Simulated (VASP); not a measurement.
# Ag (Fm-3m) in VASP: further runs

Ag is run at these levels: revPBE; tasks: single point, relaxation of cell and atoms.

Everything below comes from runs of VASP 6.6.1. Logs are shortened: lines on timing, memory, paths and dates and some standing lists are left out, and cuts for length are marked.

## 1. The cell of the first run

It takes space group Fm-3m (No. 225, cubic). The conventional cell has a = 4.193 Å, b = 4.193 Å, c = 4.193 Å, α = 90.00°, β = 90.00°, γ = 90.00°. Ag (site symmetry m-3m) has 12 Ag at 2.97 Å within 3.9 Å.

## 2. Single point, revPBE

File INCAR:

```
SYSTEM = Ag
PREC = Accurate
ENCUT = 520
EDIFF = 1E-6
ISMEAR = -1
SIGMA = 0.1
LREAL = .False.
LASPH = .True.
NELM = 80
ALGO = Normal
ISIF = 2
LWAVE = .False.
LCHARG = .False.
GGA = RE
NBANDS = 12
```

File KPOINTS:

```
regular mesh
0
Gamma
  13 13 13
  0 0 0
```

File POSCAR:

```
Ag
1.0
    0.0000000000      2.0965977525      2.0965977525
    2.0965977525      0.0000000000      2.0965977525
    2.0965977525      2.0965977525      0.0000000000
Ag
1
Direct
    0.0000000000      0.0000000000      0.0000000000
```

Potentials or basis: VASP PAW PBE potentials, release 64 (Ag).

On the command line:

```console
$ cat potpaw_PBE.64/Ag/POTCAR > POTCAR
$ mpirun -np 1 vasp_std > vasp.out
```

OUTCAR:

```text
SYSTEM = Ag
   PREC = Accurate
   ENCUT = 520
   EDIFF = 1E-6
   ISMEAR = -1
   LREAL = .False.
   LASPH = .True.
   NELM = 80
   ISIF = 2
   GGA = RE

 ion  position               nearest neighbor table
   1  0.000  0.000  0.000-

  LATTYP: Found a face centered cubic cell.
 ALAT       =     4.1931955050

  Lattice vectors:

 A1 = (   0.0000000000,   2.0965977525,   2.0965977525)
 A2 = (   2.0965977525,   0.0000000000,   2.0965977525)
 A3 = (   2.0965977525,   2.0965977525,   0.0000000000)

Analysis of symmetry for initial positions (statically):
=====================================================================
 Subroutine PRICEL returns:
 Original cell was already a primitive cell.

 Routine SETGRP: Setting up the symmetry group for a
 face centered cubic supercell.

 Subroutine GETGRP returns: Found 48 space group operations
 (whereof 48 operations were pure point group operations)
 out of a pool of 48 trial point group operations.

The static configuration has the point symmetry O_h .

Analysis of symmetry for dynamics (positions and initial velocities):
=====================================================================
 Subroutine PRICEL returns:
 Original cell was already a primitive cell.

 Routine SETGRP: Setting up the symmetry group for a
 face centered cubic supercell.

 Subroutine GETGRP returns: Found 48 space group operations
 (whereof 48 operations were pure point group operations)
 out of a pool of 48 trial point group operations.

The dynamic configuration has the point symmetry O_h .

 Subroutine INISYM returns: Found 48 space group operations
 (whereof 48 operations are pure point group operations),
 and found     1 'primitive' translations

----------------------------------------------------------------------------------------

                                     Primitive cell

  volume of cell :      18.4321

  direct lattice vectors                    reciprocal lattice vectors
     0.000000000  2.096597753  2.096597753    -0.238481606  0.238481606  0.238481606
     2.096597753  0.000000000  2.096597753     0.238481606 -0.238481606  0.238481606
     2.096597753  2.096597753  0.000000000     0.238481606  0.238481606 -0.238481606

  length of vectors
     2.965036976  2.965036976  2.965036976     0.413062259  0.413062259  0.413062259

  position of ions in fractional coordinates (direct lattice)
     0.000000000  0.000000000  0.000000000

  ion indices of the primitive-cell ions
   primitive index   ion index
                 1           1

----------------------------------------------------------------------------------------

 KPOINTS: regular mesh

Automatic generation of k-mesh.
 Grid dimensions read from file:
 generate k-points for:   13   13   13

 Generating k-lattice:

  Cartesian coordinates                     Fractional coordinates (reciprocal lattice)
    -0.018344739  0.018344739  0.018344739     0.076923077  0.000000000  0.000000000
     0.018344739 -0.018344739  0.018344739     0.000000000  0.076923077  0.000000000
     0.018344739  0.018344739 -0.018344739     0.000000000  0.000000000  0.076923077

  Length of vectors
     0.031774020  0.031774020  0.031774020

  Shift w.r.t. Gamma in fractional coordinates (k-lattice)
     0.000000000  0.000000000  0.000000000

 Subroutine IBZKPT returns following result:
 ===========================================

 Found     84 irreducible k-points:

 Following reciprocal coordinates:
            Coordinates               Weight
  0.000000  0.000000  0.000000      1.000000
  0.076923  0.000000  0.000000      8.000000
  0.153846  0.000000  0.000000      8.000000
  0.230769  0.000000  0.000000      8.000000
  0.307692  0.000000  0.000000      8.000000
  0.384615  0.000000  0.000000      8.000000
[... 16 lines left out ...]
  0.384615  0.153846  0.000000     24.000000
  0.461538  0.153846  0.000000     24.000000
 [... further k-points ...]
   k-points           NKPTS =     84   k-points in BZ     NKDIM =     84   number of bands    NBANDS=     12
   number of dos      NEDOS =    301   number of ions     NIONS =      1
   total plane-waves  NPLWV =  13824
   dimension x,y,z NGX =    24 NGY =   24 NGZ =   24
   dimension x,y,z NGXF=    48 NGYF=   48 NGZF=   48
   ions per type =               1
   NGX,Y,Z   is equivalent  to a cutoff of  13.46, 13.46, 13.46 a.u.
   NGXF,Y,Z  is equivalent  to a cutoff of  26.91, 26.91, 26.91 a.u.
 SYSTEM =  Ag
   PREC   = accura    normal or accurate (medium, high low for compatibility)
   ISTART =      0    job   : 0-new  1-cont  2-samecut
   ICHARG =      2    charge: 1-file 2-atom 10-const
   ISPIN  =      1    spin polarized calculation?
   LNONCOLLINEAR =      F non collinear calculations
   LSORBIT =      F    spin-orbit coupling
   LASPH  =      T    aspherical Exc in radial PAW
   ENCUT  =  520.0 eV  38.22 Ry    6.18 a.u.   5.51  5.51  5.51*2*pi/ulx,y,z
   NELM   =     80;   NELMIN=  2; NELMDL= -5     # of ELM steps
   EDIFF  = 0.1E-05   stopping-criterion for ELM
   LREAL  =      F    real-space projection
   EDIFFG = 0.1E-04   stopping-criterion for IOM
   NSW    =      0    number of steps for IOM
   IBRION =     -1    ionic relax: 0-MD 1-quasi-New 2-CG
   NFREE  =      0    steps in history (QN), initial steepest desc. (CG)
   ISIF   =      2    stress and relaxation
   ISYM   =      2    0-nonsym 1-usesym 2-fastsym
   POTIM  = 0.5000    time-step for ionic-motion
   TEBEG  =    0.0;   TEEND  =   0.0 temperature during run
   PSTRESS=    0.0 pullay stress
   NELECT =      11.0000    total number of electrons
   NUPDOWN=      -1.0000    fix difference up-down
   EMIN   =  10.00;   EMAX   =-10.00  energy-range for DOS
   EFERMI =   0.00;   METHOD = LEGACY
   ISMEAR =    -1;   SIGMA  =   0.10  broadening in eV -4-tet -1-fermi 0-gaus
   EFERMI_NEDOS =   21; number of points for ismear=-14 and -15
   IALGO  =     38    algorithm
   IMIX   =      4    mixing-type and parameters
     AMIX     =   0.40;   BMIX     =  1.00
     AMIX_MAG =   1.60;   BMIX_MAG =  1.00
  volume/ion in A,a.u.               =      18.43       124.39
  Fermi-wavevector in a.u.,A,eV,Ry     =   1.378311  2.604630 25.847555  1.899742
  Thomas-Fermi vector in A             =   2.503384
   LORBIT       =      0    0 simple, 1 ext, 2 COOP (PROOUT), +10 PAW based schemes
   GGA     = RE    functional components
   LHFCALC =     F    Hartree Fock is set to
   AEXX    =    0.0000 exact exchange contribution
   IVDW    =     0    specifies the selected vdW correction
   LEPSILON=     F    determine dielectric tensor
   LRPA    =     F    only Hartree local field effects (RPA)
 non-spin polarized calculation
  energy-cutoff  :      520.00
  volume of cell :       18.43
 maximum number of plane-waves:       531
 NGX is ok and might be reduce to    24
   NGX = 11   NGY = 11   NGZ = 11

 number of electron      11.0000002 magnetization

 Free energy of the ion-electron system (eV)
  ---------------------------------------------------
  ext. energy  EPLUGINS =         0.00000000
  ---------------------------------------------------
  free energy    TOTEN  =        -2.29991124 eV

  energy without entropy =       -2.28894292  energy(sigma->0) =       -2.29442708

 E-fermi :   7.6539     XC(G=0): -11.6497

 val. band max:        7.4395647988   @ k =   0.4615   0.2308   0.0000
 cond. band min:       7.6592315660   @ k =  -0.3077   0.2308   0.0000
 fundamental gap:      0.2196667672
 Fermi energy:         7.6538666366

 k-point     1 :       0.0000    0.0000    0.0000
  band No.  band energies     occupation
      1       0.3106      2.00000
      2       2.9432      2.00000
      3       2.9432      2.00000
      4       2.9432      2.00000
      5       3.8378      2.00000
      6       3.8378      2.00000
      7      23.3231      0.00000
      8      26.4732      0.00000
      9      26.4732      0.00000
     10      26.4732      0.00000
     11      31.0462      0.00000
     12      31.7659      0.00000

 k-point     2 :       0.0769    0.0000    0.0000
  band No.  band energies     occupation
      1       0.4834      2.00000
      2       2.9089      2.00000
      3       2.9873      2.00000
      4       2.9873      2.00000
      5       3.8224      2.00000
      6       3.8224      2.00000
      7      23.2619      0.00000
      8      25.0788      0.00000
      9      26.4976      0.00000
     10      26.4976      0.00000
     11      30.7307      0.00000
     12      31.6303      0.00000

 k-point     3 :       0.1538    0.0000    0.0000
  band No.  band energies     occupation
      1       0.9588      2.00000
      2       2.8624      2.00000
      3       3.0829      2.00000
      4       3.0829      2.00000
      5       3.8118      2.00000
      6       3.8118      2.00000
      7      21.6437      0.00000
      8      24.1169      0.00000
      9      26.5012      0.00000
     10      26.5012      0.00000
     11      29.6970      0.00000
     12      31.0383      0.00000
[... 286 lines left out ...]
 k-point    23 :       0.3846    0.1538    0.0000
  band No.  band energies     occupation
      1       1.9619      2.00000
      2       2.8626      2.00000
      3       3.1540      2.00000
      4       3.3488      2.00000
      5       4.4361      2.00000
      6       5.5939      2.00000
      7      15.4148      0.00000
      8      22.1907      0.00000
      9      22.2419      0.00000
     10      23.8734      0.00000
     11      30.4849      0.00000
     12      31.6242      0.00000

 k-point    24 :       0.4615    0.1538    0.0000
  band No.  band energies     occupation
      1       1.8958      2.00000
      2       2.7835      2.00000
      3       3.2677      2.00000
      4       3.5074      2.00000
      5       4.5489      2.00000
      6       7.1676      1.98466
      7      12.8113      0.00000
      8      21.2369      0.00000
      9      22.2563      0.00000
     10      23.4348      0.00000
     11      31.4088      0.00000
     12      31.4604      0.00000

 [... further k-points ...]
[... 5 lines left out ...]
  --------------------------------------------------------------------------------------
  -------------------------------------------------------------------------------------
  Total       -0.0111990     -0.0111990     -0.0111990      0.0000000     -0.0000000     -0.0000000
  in kB       -0.9734486     -0.9734486     -0.9734486      0.0000000     -0.0000000     -0.0000000
  external PRESSURE =      -0.9734486 kB  Pullay stress =       0.0000000 kB

 VOLUME and BASIS-vectors are now :
 -----------------------------------------------------------------------------
  energy-cutoff  :      520.00
  volume of cell :       18.43
      direct lattice vectors                 reciprocal lattice vectors
     0.000000000  2.096597753  2.096597753    -0.238481606  0.238481606  0.238481606
     2.096597753  0.000000000  2.096597753     0.238481606 -0.238481606  0.238481606
     2.096597753  2.096597753  0.000000000     0.238481606  0.238481606 -0.238481606

 POSITION                                       TOTAL-FORCE (eV/Angst)
 -----------------------------------------------------------------------------------
      0.00000      0.00000      0.00000        -0.000000     -0.000000      0.000000
 -----------------------------------------------------------------------------------
    total drift:                                0.000000      0.000000     -0.000000

  FREE ENERGIE OF THE ION-ELECTRON SYSTEM (eV)
  ---------------------------------------------------
  free  energy   TOTEN  =        -2.2999112408 eV

  energy  without entropy=       -2.2889429191  energy(sigma->0) =       -2.29442708
```

Run time: 16 s. Hardware: 1 thread of Intel Xeon 6975P-C, shared host; peak memory 0.15 GiB.

Results:

| Property | Result |
| --- | --- |
| Free energy | -2.2999 eV |
| Pressure | -0.1 GPa |

Caveat: the PAW data sets were made with another functional, which shifts forces and pressure a little.

(Continued in part 2 of 2.)
